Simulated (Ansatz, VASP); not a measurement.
# Two plane-wave programs on W4N

```
W N
1.0
    -2.09428    2.09428    3.97584
     2.09428   -2.09428    3.97584
     2.09428    2.09428   -3.97584
W N
4 1
Direct
  0.50000 0.00000 0.50000
  0.00000 0.50000 0.50000
  0.26208 0.26208 0.00000
  0.73792 0.73792 0.00000
  0.00000 0.00000 0.00000
```

Change from the starting cell: the structure that the rattled cell fell into.

Alike in both runs: task relaxation of cell and atoms; functional PBE; k mesh 12 × 12 × 12; occupations gaussian, width 0.1 eV; no spin polarisation.

|  | VASP | Ansatz |
| --- | --- | --- |
| version | VASP 6.6.1 | Ansatz 0.2.0 |
| potentials or method | VASP PAW PBE potentials, release 64 (W_sv, N), cutoff 600 eV | scalar-relativistic, plane waves, PAW |
| valence electrons in the cell | 61 | 61 |

|  | VASP | Ansatz | Ansatz less VASP |
| --- | --- | --- | --- |
| gap on the k mesh at the Fermi level, each at its own relaxed structure (eV) | none | none | - |
| relaxed volume (Å³/atom) | 13.98 | 13.94 | -0.040 |
| relaxed cell length with the largest relative difference (Å) | 4.954 | 4.951 | -0.0029 |

A gap of «none» marks a metal or a gap that the smearing closes.

Neither program's run includes spin-orbit coupling.
